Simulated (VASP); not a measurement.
# K4Ti2Be (R-3m) in VASP: further runs

The runs below take K4Ti2Be through single point, with PBE.

Program: VASP 6.6.1. These are calculated values, not measurements. Logs are shortened: lines on timing, memory, paths and dates and some standing lists are left out, and cuts for length are marked.

### 1 The cell of the first run

The structure is trigonal, space group R-3m (No. 166). Conventional cell: a = 5.602 Å, b = 5.602 Å, c = 25.443 Å, α = 90.00°, β = 90.00°, γ = 120.00°. Be (site symmetry -3m) has 2 Ti at 2.03 Å within 2.7 Å. K (site symmetry 3m) has 6 Ti at 3.37 to 4.49 Å and 3 Be at 3.41 Å and 7 K at 3.85 to 4.27 Å within 4.5 Å. K (site symmetry 3m) has 4 Ti at 3.27 to 3.43 Å and 7 K at 3.85 to 4.27 Å within 4.3 Å. Ti (site symmetry 3m) has 1 Be at 2.03 Å within 2.7 Å.

### 2 Single point, PBE

INCAR reads:

```
ALGO = Normal
EDIFF = 1E-6
ENCUT = 520
GGA = PE
ISIF = 2
ISMEAR = 0
LASPH = T
LCHARG = F
LREAL = F
LWAVE = F
NBANDS = 40
NELM = 100
PREC = Accurate
SIGMA = 0.1269
```

KPOINTS reads:

```
k-points
0
Gamma
  4 4 4
```

POSCAR reads:

```
K4Ti2Be
1.0
    2.8010070000      4.8514860000      0.0000000000
   -2.8010070000      4.8514860000      0.0000000000
    0.0000000000     -3.2343210000      8.4808770000
Be K Ti
1 4 2
Direct
    0.0000000000      0.0000000000      0.0000000000
    0.3761500000      0.3761500000      0.1284500000
    0.6238500000      0.6238500000      0.8715500000
    0.2083300000      0.2083300000      0.6249900000
    0.7916700000      0.7916700000      0.3750100000
    0.0798500000      0.0798500000      0.2395500000
    0.9201500000      0.9201500000      0.7604500000
```

Potentials or basis: VASP PAW PBE potentials, release 64 (Be, K_sv, Ti_sv).

Run with:

```sh
cat potpaw_PBE.64/Be/POTCAR potpaw_PBE.64/K_sv/POTCAR potpaw_PBE.64/Ti_sv/POTCAR > POTCAR
mpirun -np 1 vasp_std > vasp.out
```

OUTCAR:

```text
EDIFF = 1E-6
   ENCUT = 520
   GGA = PE
   ISIF = 2
   ISMEAR = 0
   LASPH = T
   LREAL = F
   NELM = 100
   PREC = Accurate

 ion  position               nearest neighbor table
   1  0.000  0.000  0.000-   6 2.03   7 2.03
   2  0.376  0.376  0.128-
   3  0.624  0.624  0.872-
   4  0.208  0.208  0.625-   6 3.27
   5  0.792  0.792  0.375-   7 3.27
   6  0.080  0.080  0.240-   1 2.03   4 3.27
   7  0.920  0.920  0.760-   1 2.03   5 3.27

  LATTYP: Found a trigonal (rhomboedric) cell.
 ALAT       =     9.0766809760
 COS(alpha) =     0.8095397881

  Lattice vectors:

 A1 = (  -2.8010070000,   1.6171650000,   8.4808770000)
 A2 = (   0.0000000000,  -3.2343210000,   8.4808770000)
 A3 = (   2.8010070000,   1.6171650000,   8.4808770000)

Analysis of symmetry for initial positions (statically):
=====================================================================
 Subroutine PRICEL returns:
 Original cell was already a primitive cell.

 Routine SETGRP: Setting up the symmetry group for a
 trigonal (rhombohedral) supercell.

 Subroutine GETGRP returns: Found 12 space group operations
 (whereof 12 operations were pure point group operations)
 out of a pool of 12 trial point group operations.

The static configuration has the point symmetry D_3d.

Analysis of symmetry for dynamics (positions and initial velocities):
=====================================================================
 Subroutine PRICEL returns:
 Original cell was already a primitive cell.

 Routine SETGRP: Setting up the symmetry group for a
 trigonal (rhombohedral) supercell.

 Subroutine GETGRP returns: Found 12 space group operations
 (whereof 12 operations were pure point group operations)
 out of a pool of 12 trial point group operations.

The dynamic configuration has the point symmetry D_3d.

 Subroutine INISYM returns: Found 12 space group operations
 (whereof 12 operations are pure point group operations),
 and found     1 'primitive' translations

----------------------------------------------------------------------------------------

                                     Primitive cell

  volume of cell :     230.4941

  direct lattice vectors                    reciprocal lattice vectors
     2.801007000  4.851486000  0.000000000     0.178507230  0.103061206  0.039304075
[... 80 lines left out ...]
   LSORBIT =      F    spin-orbit coupling
   LASPH  =      T    aspherical Exc in radial PAW
   ENCUT  =  520.0 eV  38.22 Ry    6.18 a.u.  10.42 10.42 16.88*2*pi/ulx,y,z
   NELM   =    100;   NELMIN=  2; NELMDL= -5     # of ELM steps
   EDIFF  = 0.1E-05   stopping-criterion for ELM
   LREAL  =      F    real-space projection
[... 7 lines left out ...]
   TEBEG  =    0.0;   TEEND  =   0.0 temperature during run
   PSTRESS=    0.0 pullay stress
   NELECT =      62.0000    total number of electrons
   NUPDOWN=      -1.0000    fix difference up-down
   EMIN   =  10.00;   EMAX   =-10.00  energy-range for DOS
   EFERMI =   0.00;   METHOD = LEGACY
   ISMEAR =     0;   SIGMA  =   0.13  broadening in eV -4-tet -1-fermi 0-gaus
   EFERMI_NEDOS =   21; number of points for ismear=-14 and -15
   IALGO  =     38    algorithm
   IMIX   =      4    mixing-type and parameters
     AMIX     =   0.40;   BMIX     =  1.00
     AMIX_MAG =   1.60;   BMIX_MAG =  1.00
  volume/ion in A,a.u.               =      32.93       222.21
  Fermi-wavevector in a.u.,A,eV,Ry     =   1.056782  1.997029 15.194831  1.116789
  Thomas-Fermi vector in A             =   2.192031
   LORBIT       =      0    0 simple, 1 ext, 2 COOP (PROOUT), +10 PAW based schemes
   GGA     = PE    functional components
   LHFCALC =     F    Hartree Fock is set to
   AEXX    =    0.0000 exact exchange contribution
   IVDW    =     0    specifies the selected vdW correction
   LEPSILON=     F    determine dielectric tensor
   LRPA    =     F    only Hartree local field effects (RPA)
 non-spin polarized calculation
 Gauss-broadening in eV      SIGMA  =   0.13
  energy-cutoff  :      520.00
  volume of cell :      230.49
 maximum number of plane-waves:      6241
 NGX is ok and might be reduce to    42
   NGX = 21   NGY = 21   NGZ = 33

 number of electron      61.9999992 magnetization

 Free energy of the ion-electron system (eV)
  ---------------------------------------------------
  ext. energy  EPLUGINS =         0.00000000
  ---------------------------------------------------
  free energy    TOTEN  =       -13.06791793 eV

  energy without entropy =      -12.95359399  energy(sigma->0) =      -13.01075596

 E-fermi :   1.8369     XC(G=0):  -7.8170

 val. band max:        1.8272598267   @ k =   0.2500   0.2500   0.2500
 cond. band min:       1.8384512112   @ k =   0.5000   0.0000   0.2500
 fundamental gap:      0.0111913845
 Fermi energy:         1.8369268241

 k-point     1 :       0.0000    0.0000    0.0000
  band No.  band energies     occupation
      1     -55.3101      2.00000
      2     -55.3096      2.00000
      3     -31.7581      2.00000
      4     -31.7581      2.00000
      5     -31.7575      2.00000
      6     -31.7575      2.00000
[... 548 lines left out ...]
     39       3.2169      0.00000
     40       3.2169      0.00000

------------------------ aborting loop because EDIFF is reached ----------------------------------------

  FORCE on cell =-STRESS in cart. coord.  units (eV):
  Direction    XX          YY          ZZ          XY          YZ          ZX
  --------------------------------------------------------------------------------------
  -------------------------------------------------------------------------------------
  Total        6.7447324      6.7447312     12.0462149      0.0000000      0.0000043      0.0000000
  in kB       46.8830190     46.8830105     83.7339255      0.0000000      0.0000296      0.0000000
  external PRESSURE =      59.1666517 kB  Pullay stress =       0.0000000 kB

 VOLUME and BASIS-vectors are now :
 -----------------------------------------------------------------------------
  energy-cutoff  :      520.00
  volume of cell :      230.49
      direct lattice vectors                 reciprocal lattice vectors
     2.801007000  4.851486000  0.000000000     0.178507230  0.103061206  0.039304075
    -2.801007000  4.851486000  0.000000000    -0.178507230  0.103061206  0.039304075
     0.000000000 -3.234321000  8.480877000     0.000000000  0.000000000  0.117912334

 POSITION                                       TOTAL-FORCE (eV/Angst)
 -----------------------------------------------------------------------------------
      0.00000      0.00000      0.00000         0.000000      0.000000      0.000000
      0.00000      3.23432      1.08937         0.000000     -0.000000     -0.568178
      0.00000      3.23433      7.39151         0.000000      0.000000      0.568178
      0.00000      0.00000      5.30046         0.000000      0.000000      0.131339
      0.00000      6.46865      3.18041         0.000000     -0.000000     -0.131339
      0.00000      0.00000      2.03159         0.000000      0.000001      1.599108
      0.00000      6.46865      6.44928         0.000000     -0.000001     -1.599108
 -----------------------------------------------------------------------------------
    total drift:                                0.000000     -0.000000      0.000000

  FREE ENERGIE OF THE ION-ELECTRON SYSTEM (eV)
  ---------------------------------------------------
  free  energy   TOTEN  =       -13.0679179318 eV

  energy  without entropy=      -12.9535939904  energy(sigma->0) =      -13.01075596
```

Wall time 5.6 min (1 thread of AMD EPYC 7R43 (Zen 3), shared host); peak memory 0.35 GiB.

What came out:

* Free energy: -13.0679 eV
* Pressure: 5.9 GPa
* Largest force: 1.599 eV/Å
* Band gap on the k mesh: zero (bands 31 and 32 overlap by 0.19 eV)

Forces on the atoms (eV/Å):
```
Be   0.000  0.000  0.000
K    0.000  0.000 -0.568
K    0.000  0.000  0.568
K    0.000  0.000  0.131
K    0.000  0.000 -0.131
Ti   0.000  0.000  1.599
Ti   0.000  0.000 -1.599
```

Caveat: the cell stands under pressure; forces of over 1 eV/Å act on the atoms, so gaps and moduli don't describe the material at rest.

### 3 Single point, PBE

INCAR reads:

```
SYSTEM = K4Ti2Be
PREC     = Accurate       ! precision mode
ENCUT    = 520            ! plane-wave cutoff, eV
EDIFF    = 1E-6           ! SCF threshold, eV
ISMEAR   = 0              ! smearing method
SIGMA    = 0.1269         ! smearing width, eV
LREAL    = .False.        ! projectors in reciprocal space
LASPH    = .True.         ! aspherical terms in the spheres
NELM     = 100            ! most SCF steps
ALGO     = Normal         ! electronic algorithm
ISIF     = 2              ! what is computed and relaxed
LWAVE    = .False.        ! write WAVECAR
LCHARG   = .False.        ! write CHGCAR
GGA      = PE             ! functional
NBANDS   = 40             ! bands
```

KPOINTS reads:

```
regular mesh
0
Gamma
  4 4 4
  0 0 0
```

POSCAR is that of step 2.

Potentials or basis: VASP PAW PBE potentials, release 64 (Be, K_sv, Ti_sv).

Run with:

```sh
cat potpaw_PBE.64/Be/POTCAR potpaw_PBE.64/K_sv/POTCAR potpaw_PBE.64/Ti_sv/POTCAR > POTCAR
mpirun -np 1 vasp_std > vasp.out
```

OUTCAR:

```text
SYSTEM = K4Ti2Be
   PREC = Accurate
   ENCUT = 520
   EDIFF = 1E-6
   ISMEAR = 0
   LREAL = .False.
   LASPH = .True.
   NELM = 100
   ISIF = 2
   GGA = PE

 ion  position               nearest neighbor table
   1  0.000  0.000  0.000-   6 2.03   7 2.03
   2  0.376  0.376  0.128-
   3  0.624  0.624  0.872-
   4  0.208  0.208  0.625-   6 3.27
   5  0.792  0.792  0.375-   7 3.27
   6  0.080  0.080  0.240-   1 2.03   4 3.27
   7  0.920  0.920  0.760-   1 2.03   5 3.27

  LATTYP: Found a trigonal (rhomboedric) cell.
 ALAT       =     9.0766809760
 COS(alpha) =     0.8095397881

  Lattice vectors:

 A1 = (  -2.8010070000,   1.6171650000,   8.4808770000)
 A2 = (   0.0000000000,  -3.2343210000,   8.4808770000)
 A3 = (   2.8010070000,   1.6171650000,   8.4808770000)

Analysis of symmetry for initial positions (statically):
=====================================================================
 Subroutine PRICEL returns:
 Original cell was already a primitive cell.

 Routine SETGRP: Setting up the symmetry group for a
 trigonal (rhombohedral) supercell.

 Subroutine GETGRP returns: Found 12 space group operations
 (whereof 12 operations were pure point group operations)
 out of a pool of 12 trial point group operations.

The static configuration has the point symmetry D_3d.

Analysis of symmetry for dynamics (positions and initial velocities):
=====================================================================
 Subroutine PRICEL returns:
 Original cell was already a primitive cell.

 Routine SETGRP: Setting up the symmetry group for a
 trigonal (rhombohedral) supercell.

 Subroutine GETGRP returns: Found 12 space group operations
 (whereof 12 operations were pure point group operations)
 out of a pool of 12 trial point group operations.

[... 117 lines left out ...]
     AMIX     =   0.40;   BMIX     =  1.00
     AMIX_MAG =   1.60;   BMIX_MAG =  1.00
  volume/ion in A,a.u.               =      32.93       222.21
  Fermi-wavevector in a.u.,A,eV,Ry     =   1.056782  1.997029 15.194831  1.116789
  Thomas-Fermi vector in A             =   2.192031
   LORBIT       =      0    0 simple, 1 ext, 2 COOP (PROOUT), +10 PAW based schemes
   GGA     = PE    functional components
   LHFCALC =     F    Hartree Fock is set to
   AEXX    =    0.0000 exact exchange contribution
   IVDW    =     0    specifies the selected vdW correction
   LEPSILON=     F    determine dielectric tensor
   LRPA    =     F    only Hartree local field effects (RPA)
 non-spin polarized calculation
 Gauss-broadening in eV      SIGMA  =   0.13
  energy-cutoff  :      520.00
  volume of cell :      230.49
 maximum number of plane-waves:      6241
 NGX is ok and might be reduce to    42
   NGX = 21   NGY = 21   NGZ = 33

 number of electron      61.9999992 magnetization

 Free energy of the ion-electron system (eV)
  ---------------------------------------------------
  ext. energy  EPLUGINS =         0.00000000
  ---------------------------------------------------
  free energy    TOTEN  =       -13.06791793 eV

  energy without entropy =      -12.95359399  energy(sigma->0) =      -13.01075596

 E-fermi :   1.8369     XC(G=0):  -7.8170

 val. band max:        1.8272598267   @ k =   0.2500   0.2500   0.2500
 cond. band min:       1.8384512112   @ k =   0.5000   0.0000   0.2500
 fundamental gap:      0.0111913845
 Fermi energy:         1.8369268241

 k-point     1 :       0.0000    0.0000    0.0000
  band No.  band energies     occupation
      1     -55.3101      2.00000
      2     -55.3096      2.00000
      3     -31.7581      2.00000
      4     -31.7581      2.00000
      5     -31.7575      2.00000
      6     -31.7575      2.00000
[... 548 lines left out ...]
     39       3.2169      0.00000
     40       3.2169      0.00000

------------------------ aborting loop because EDIFF is reached ----------------------------------------

  FORCE on cell =-STRESS in cart. coord.  units (eV):
  Direction    XX          YY          ZZ          XY          YZ          ZX
  --------------------------------------------------------------------------------------
  -------------------------------------------------------------------------------------
  Total        6.7447324      6.7447312     12.0462149      0.0000000      0.0000043      0.0000000
  in kB       46.8830190     46.8830105     83.7339255      0.0000000      0.0000296      0.0000000
  external PRESSURE =      59.1666517 kB  Pullay stress =       0.0000000 kB

 VOLUME and BASIS-vectors are now :
 -----------------------------------------------------------------------------
  energy-cutoff  :      520.00
  volume of cell :      230.49
      direct lattice vectors                 reciprocal lattice vectors
     2.801007000  4.851486000  0.000000000     0.178507230  0.103061206  0.039304075
    -2.801007000  4.851486000  0.000000000    -0.178507230  0.103061206  0.039304075
     0.000000000 -3.234321000  8.480877000     0.000000000  0.000000000  0.117912334

 POSITION                                       TOTAL-FORCE (eV/Angst)
 -----------------------------------------------------------------------------------
      0.00000      0.00000      0.00000         0.000000      0.000000      0.000000
      0.00000      3.23432      1.08937         0.000000     -0.000000     -0.568178
      0.00000      3.23433      7.39151         0.000000      0.000000      0.568178
      0.00000      0.00000      5.30046         0.000000      0.000000      0.131339
      0.00000      6.46865      3.18041         0.000000     -0.000000     -0.131339
      0.00000      0.00000      2.03159         0.000000      0.000001      1.599108
      0.00000      6.46865      6.44928         0.000000     -0.000001     -1.599108
 -----------------------------------------------------------------------------------
    total drift:                                0.000000     -0.000000      0.000000

  FREE ENERGIE OF THE ION-ELECTRON SYSTEM (eV)
  ---------------------------------------------------
  free  energy   TOTEN  =       -13.0679179318 eV

  energy  without entropy=      -12.9535939904  energy(sigma->0) =      -13.01075596
```

OSZICAR:

```text
N       E                     dE             d eps       ncg     rms          rms(c)
DAV:   1     0.641349480002E+03    0.64135E+03   -0.29685E+04  1048   0.147E+03
DAV:   2     0.510285164914E+02   -0.59032E+03   -0.57589E+03  1128   0.459E+02
DAV:   3    -0.107058146540E+02   -0.61734E+02   -0.59351E+02  1832   0.121E+02
DAV:   4    -0.185053823557E+02   -0.77996E+01   -0.74769E+01  1520   0.325E+01
DAV:   5    -0.191556116388E+02   -0.65023E+00   -0.64648E+00  1680   0.813E+00    0.157E+01
DAV:   6    -0.153470717837E+02    0.38085E+01   -0.66459E+01  1256   0.284E+01    0.134E+01
DAV:   7    -0.136846269657E+02    0.16624E+01   -0.30691E+01  1248   0.194E+01    0.105E+01
DAV:   8    -0.130697380081E+02    0.61489E+00   -0.29831E+00  1336   0.605E+00    0.458E+00
DAV:   9    -0.131175038544E+02   -0.47766E-01   -0.10054E+00  1384   0.380E+00    0.222E+00
DAV:  10    -0.130718554399E+02    0.45648E-01   -0.15467E-01  1480   0.140E+00    0.109E+00
DAV:  11    -0.130677203466E+02    0.41351E-02   -0.34992E-02  1416   0.718E-01    0.282E-01
DAV:  12    -0.130677832702E+02   -0.62924E-04   -0.24344E-03  1632   0.184E-01    0.114E-01
DAV:  13    -0.130679226755E+02   -0.13941E-03   -0.38997E-04  1656   0.946E-02    0.332E-02
DAV:  14    -0.130679170337E+02    0.56418E-05   -0.77968E-05  1264   0.482E-02    0.695E-03
DAV:  15    -0.130679181941E+02   -0.11604E-05   -0.78384E-06  1152   0.135E-02    0.506E-03
DAV:  16    -0.130679179318E+02    0.26222E-06   -0.12536E-06   800   0.628E-03
   1 F= -.13067918E+02 E0= -.13010756E+02  d E =-.114324E+00
```

stdout:

```text
POSCAR found type information on POSCAR BeK Ti
 POSCAR found :  3 types and       7 ions
 scaLAPACK will be used
 LDA part: xc-table for (Slater+PW92), standard interpolation
 POSCAR, INCAR and KPOINTS ok, starting setup
 FFT: planning ... GRIDC
 FFT: planning ... GRID_SOFT
 FFT: planning ... GRID
 WAVECAR not read
 entering main loop
```

Run time: 4.8 min. Hardware: 1 thread of AMD EPYC 7R43 (Zen 3), shared host; peak memory 0.35 GiB.

What came out:

| Quantity | Value |
| --- | --- |
| Free energy | -13.0679 eV |
| Pressure | 5.9 GPa |
| Largest force | 1.599 eV/Å |
| Band gap on the k mesh | zero (bands 31 and 32 overlap by 0.19 eV) |

Forces in eV/Å, atoms in the order of the input:
```
Be   0.000  0.000  0.000
K    0.000  0.000 -0.568
K    0.000  0.000  0.568
K    0.000  0.000  0.131
K    0.000  0.000 -0.131
Ti   0.000  0.000  1.599
Ti   0.000  0.000 -1.599
```

Levels at points of the mesh, in eV from the Fermi level:
```
           k point  band 28  band 29  band 30  band 31  band 32  band 33  band 34  band 35
(0.00, 0.00, 0.00)    -0.59    -0.59    -0.18     0.13     0.17     0.17     0.21     0.21
(0.50, 0.00, 0.00)    -0.69    -0.50    -0.46    -0.16    -0.04     0.17     0.18     0.27
(0.50, 0.50, 0.00)    -0.57    -0.53    -0.27    -0.02     0.05     0.08     0.22     0.32
(0.00, 0.00, 0.50)    -0.63    -0.52    -0.09     0.14     0.14     0.24     0.24     0.49
```

Caveat: the cell stands under pressure; forces of over 1 eV/Å act on the atoms, so gaps and moduli don't describe the material at rest.
